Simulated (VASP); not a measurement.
Write the native input for VASP 6.6.1 that does the following.

```
Task                   : single point
Functional             : r2SCAN
Potentials or basis    : VASP PAW PBE potentials, release 64 (Ca_sv, O)
Cutoff                 : 520 eV
k mesh                 : 8 × 8 × 8
Occupations            : gaussian, width 0.01 eV
Spin                   : no spin polarisation
Dipole correction      : no
Further INCAR settings : ALGO = Normal; EDIFF = 1e-06; NBANDS = 15
```

Crystal: CaO.

```
Ca O
1.0
     2.42142    2.42142    0.00000
    -2.42142    2.42142    0.00000
     0.00000    2.42142    2.38487
Ca O
1 1
Cartesian
  0.0000 0.0000 0.0000
  0.0000 2.4214 0.0000
```

This cell differs from its parent crystal: in-plane strain +0.01, then relaxed in part.

One way to write it, as run:

POSCAR

```
CaO
1.0
    2.4214158188      2.4214158188      0.0000000000
   -2.4214158188      2.4214158188      0.0000000000
    0.0000000000      2.4214158188      2.3848725611
Ca O
1 1
Direct
    0.0000000000      0.0000000000      0.0000000000
    0.5000000000      0.5000000000      0.0000000000
```

INCAR.step1

```
SYSTEM = CaO
ALGO = Normal
EDIFF = 1E-4
ENCUT = 520
GGA = PE
ISMEAR = 0
LASPH = .TRUE.
LCHARG = .FALSE.
LREAL = .FALSE.
LWAVE = .TRUE.
NBANDS = 15
NELM = 80
PREC = Accurate
SIGMA = 0.01
```

INCAR.step2

```
SYSTEM = CaO
ALGO = Normal
EDIFF = 1E-6
ENCUT = 520
ISIF = 2
ISMEAR = 0
ISTART = 1
LASPH = .TRUE.
LCHARG = .FALSE.
LMIXTAU = .TRUE.
LREAL = .FALSE.
LWAVE = .FALSE.
METAGGA = R2SCAN
NBANDS = 15
NELM = 80
PREC = Accurate
SIGMA = 0.01
```

KPOINTS

```
k-points
0
G
  8 8 8
  0 0 0
```

Potentials or basis: VASP PAW PBE potentials, release 64 (Ca_sv, O).

Launch:

```console
$ cat potpaw_PBE.64/Ca_sv/POTCAR potpaw_PBE.64/O/POTCAR > POTCAR
$ cp INCAR.step1 INCAR
$ mpirun -np 1 vasp_std > vasp.out
$ cp INCAR.step2 INCAR
$ mpirun -np 1 vasp_std > vasp.out
```

Results of the run:

```
Pressure               : -0.6 GPa
Band gap on the k mesh : 4.13 eV, indirect (least direct gap 4.56 eV)
```

Caveat: the cell differs from its parent crystal (in-plane strain +0.01, then relaxed in part); the PAW data sets were made with another functional, which shifts forces and pressure a little.

It took 55 s on 1 thread of Intel(R) Xeon(R) 6975P-C (Granite Rapids), with other jobs on the host, peak memory 0.17 GiB.
